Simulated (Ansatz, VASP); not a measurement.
**WSe2: VASP beside Ansatz**

```
W Se
1.0
     3.32069    0.00000    0.00000
    -1.66035    2.87581    0.00000
     0.00000    0.00000   15.25733
W Se
2 4
Direct
  0.29975 0.64208 0.25000
  0.70025 0.35792 0.75000
  0.36692 0.69125 0.64002
  0.63308 0.30875 0.14002
  0.36692 0.69125 0.85998
  0.63308 0.30875 0.35998
```

Change from the starting cell: mode 4 (4.1 1/cm) frozen in, largest displacement -0.100 Å.

Alike in both runs: task single point; functional PBE; k mesh 12 × 12 × 2; occupations gaussian, width 0.05 eV; no spin polarisation.

|  | VASP | Ansatz |
| --- | --- | --- |
| version | VASP 6.6.1 | Ansatz 0.2.0 |
| potentials or method | VASP PAW PBE potentials, release 64 (W_sv, Se), cutoff 520 eV | scalar-relativistic, plane waves, PAW |
| valence electrons in the cell | 52 | 92 |

VASP gave:

* gap on the k mesh at the Fermi level (eV): 1.48
* least direct gap on the mesh (eV): 1.53
* pressure (GPa): 0.3
* traceless stress, the component that is largest in VASP (GPa): 0.07
* rms of the force components (eV/Å): 0.023

**Question.** Which values does Ansatz return?

**Answer.** gap on the k mesh at the Fermi level (eV): 1.48; least direct gap on the mesh (eV): 1.53; pressure (GPa): 0.0; traceless stress, the component that is largest in VASP (GPa): 0.01; rms of the force components (eV/Å): 0.002.

Atom by atom the forces differ by 0.021 eV/Å (rms over components). VASP's potentials hold 52 valence electrons a cell and Ansatz's 92, so a difference there can come from the potentials and not from the codes.

Spin-orbit coupling is off throughout.
